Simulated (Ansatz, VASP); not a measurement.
# Two plane-wave programs on NbSnTe4

```
Nb Sn Te
1.0
     3.52095    0.00000    0.00000
     0.00000    3.52095    0.00000
     0.00000    0.00000   13.26802
Nb Sn Te
1 1 4
Direct
  0.00000 0.00000 0.00000
  0.00000 0.00000 0.50000
  0.50000 0.50000 0.36453
  0.50000 0.50000 0.86434
  0.50000 0.50000 0.13566
  0.50000 0.50000 0.63547
```

Change from the starting cell: species swapped into the MnFeSi4 type (P4/mmm, No. 123).

Alike in both runs: task single point; functional PBE; k mesh 6 × 6 × 2; occupations gaussian, width 0.1 eV; no spin polarisation.

|  | VASP | Ansatz |
| --- | --- | --- |
| version | VASP 6.6.1 | Ansatz 0.2.0 |
| potentials or method | VASP PAW PBE potentials, release 64 (Nb_sv, Sn_d, Te), cutoff 520 eV | scalar-relativistic, plane waves, PAW |
| valence electrons in the cell | 51 | 91 |

Ansatz gave:

| Quantity | Value |
| --- | --- |
| gap on the k mesh at the Fermi level (eV) | none |
| pressure (GPa) | 3.5 |
| traceless stress, the component that is largest in VASP (GPa) | -0.98 |
| rms of the force components (eV/Å) | 0.744 |

**Question.** Which values does VASP return?

**Answer.** gap on the k mesh at the Fermi level (eV): none; pressure (GPa): 3.4; traceless stress, the component that is largest in VASP (GPa): -1.00; rms of the force components (eV/Å): 0.746.

Atom by atom the forces differ by 0.003 eV/Å (rms over components). A gap of «none» marks a metal or a gap that the smearing closes. With one functional, cell and mesh, what is left measures potentials, basis and numerics. VASP's potentials hold 51 valence electrons a cell and Ansatz's 91, so a difference there can come from the potentials and not from the codes.

Spin-orbit coupling is off throughout.
